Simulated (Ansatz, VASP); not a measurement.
KI in VASP and in Ansatz

Contents of INCAR:

```
  ALGO = Normal
  EDIFF = 1E-6
  ENCUT = 520
  GGA = CA
  ISIF = 2
  ISMEAR = 0
  LASPH = T
  LCHARG = F
  LREAL = F
  LWAVE = F
  NBANDS = 15
  NELM = 60
  PREC = Accurate
  SIGMA = 0.01
```

File KPOINTS:

```
k-points
0
Gamma
  6 6 6
```

Contents of POSCAR:

```
KI
1.0
    0.0000000000      3.4114761627      3.4114761627
    3.4114761627      0.0000000000      3.4114761627
    3.4114761627      3.4114761627      0.0000000000
K I
1 1
Direct
    0.0000000000      0.0000000000      0.0000000000
    0.5000000000      0.5000000000      0.5000000000
```

Input for Ansatz:

```yaml
crystal:
  lattice:
    - [0.0, 3.41147616271, 3.41147616271]
    - [3.41147616271, 0.0, 3.41147616271]
    - [3.41147616271, 3.41147616271, 0.0]
  atoms:
    - { symbol: K, position: [0.0, 0.0, 0.0] }
    - { symbol: I, position: [0.5, 0.5, 0.5] }
kpoints:
  mp_grid: { grid: [6, 6, 6] }
scf:
  occupations: { method: fixed }
hamiltonian:
  xc: lda
  pseudopotentials: { kind: all_electron, lapw: { basis_error: 0.001 } }
output:
  forces: true
  stress: true
  eigenvalues: true
  eigenstates:
    nscf_kmesh: { grid: [10, 10, 10] }
    de_dk: true
    e_range: [-9, 13.86292447209]
  optics:
    e_range: [0, 25]
    de: 0.2
    sigma: 0.25
    bands: { spectra_wanted_up_to: 25 }
    nscf_kmesh: { grid: [10, 10, 10] }
checkpoint:
  write: ck
  write_wavefunctions: false
```

Alike in both runs: task single point; functional LDA; k mesh 6 × 6 × 6; no spin polarisation.

|  | VASP | Ansatz |
| --- | --- | --- |
| version | VASP 6.6.1 | Ansatz 0.2.0 |
| potentials or method | VASP PAW LDA potentials, release 64 (K_sv, I), cutoff 520 eV | all-electron LAPW, scalar-relativistic |
| occupations | gaussian, width 0.01 eV | fixed |

```csv
,VASP,Ansatz,Ansatz less VASP
gap on the k mesh at the Fermi level (eV),3.87,3.86,-0.011
pressure (GPa),0.0,0.0,-0.05
```

LDA's correlation is that of Perdew and Zunger in VASP and of Perdew and Wang (1992) in Ansatz. Ansatz ran all-electron here, and VASP with PAW potentials.

Spin-orbit coupling is off throughout.
